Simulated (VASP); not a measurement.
Wanted: the native input for a VASP 6.6.1 run.

- Task: single point
- Functional: PBE
- Potentials or basis: VASP PAW PBE potentials, release 64 (Si, W_sv)
- Cutoff: 520 eV
- k mesh: 18 × 18 × 18
- Occupations: gaussian, width 0.15 eV
- Spin: no spin polarisation
- Dipole correction: no
- Further INCAR settings: ALGO = Normal; EDIFF = 1e-06; NBANDS = 18

The structure of Si2W lies in POSCAR:

```
Si2W
1.0
   -1.6913662915      1.6913662915      3.5848508548
    1.6913662915     -1.6913662915      3.5848508548
    1.6913662915      1.6913662915     -3.5848508548
Si W
2 1
Direct
    0.3663500835      0.3663500835      0.0000000000
    0.6336499165      0.6336499165      0.0000000000
    0.0000000000      0.0000000000      0.0000000000
```

This cell differs from its parent crystal: c/a of the conventional cell at fixed volume 2.1195.

One way to write it, as run:

INCAR

```
SYSTEM = Si2W
ALGO = Normal
EDIFF = 1E-6
ENCUT = 520
GGA = PE
ISIF = 2
ISMEAR = 0
LASPH = .TRUE.
LCHARG = .FALSE.
LREAL = .FALSE.
LWAVE = .FALSE.
NBANDS = 18
NELM = 60
PREC = Accurate
SIGMA = 0.15
```

KPOINTS

```
k-points
0
G
  18 18 18
  0 0 0
```

Potentials or basis: VASP PAW PBE potentials, release 64 (Si, W_sv).

The run is started by

```bash
$ cat potpaw_PBE.64/Si/POTCAR potpaw_PBE.64/W_sv/POTCAR > POTCAR
$ mpirun -np 1 vasp_std > vasp.out
```

Results of the run:

```json
{"Pressure": "26.7 GPa", "Largest force": "11.309 eV/Å", "Band gap on the k mesh": "zero (band 11 reaches 12.11 eV, above the bottom of band 12 at 10.92 eV)"}
```

Caveat: spin-orbit coupling is left out, which moves the levels of the heavy elements; forces of over 1 eV/Å act on the atoms, so gaps and moduli don't describe the material at rest.

It used 580 s of CPU time on 1 thread of AMD EPYC 7R13 Processor (Zen 3), with other jobs on the host.
